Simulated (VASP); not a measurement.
## MgO: single point with B3LYP

The system is MgO.

```xyz
2
Lattice="0.0000 2.2905 2.2905 2.2905 0.0000 2.2905 2.2905 2.2905 0.0000" Properties=species:S:1:pos:R:3 pbc="T T T"
Mg    2.2905    2.2905    2.2905
O     3.4358    3.4358    3.4358
```

- Program: VASP 6.6.1
- Task: single point
- Functional: B3LYP
- Potentials or basis: VASP PAW PBE potentials, release 64 (Mg, O)
- Cutoff: 520 eV
- k mesh: 5 × 5 × 5
- Occupations: fermi-dirac, width 0.05 eV
- Spin: no spin polarisation

```
Pressure               : 0.2 GPa
Band gap on the k mesh : 5.70 eV, direct
```

Levels at points of the mesh, in eV from the valence-band top:
| k point | band 1 | band 2 | band 3 | band 4 | band 5 | band 6 | band 7 | band 8 |
| --- | --- | --- | --- | --- | --- | --- | --- | --- |
| (0.00, 0.00, 0.00) | -16.95 | 0.00 | 0.00 | 0.00 | 5.70 | 18.92 | 18.92 | 18.92 |

Wall time 94 s on 1 thread of Intel(R) Xeon(R) 6975P-C (Granite Rapids), on a shared host, peak memory 0.15 GiB.

Caveat: the k points lie up to 0.48 Å⁻¹ apart; the PAW data sets were made with another functional, which shifts forces and pressure a little.
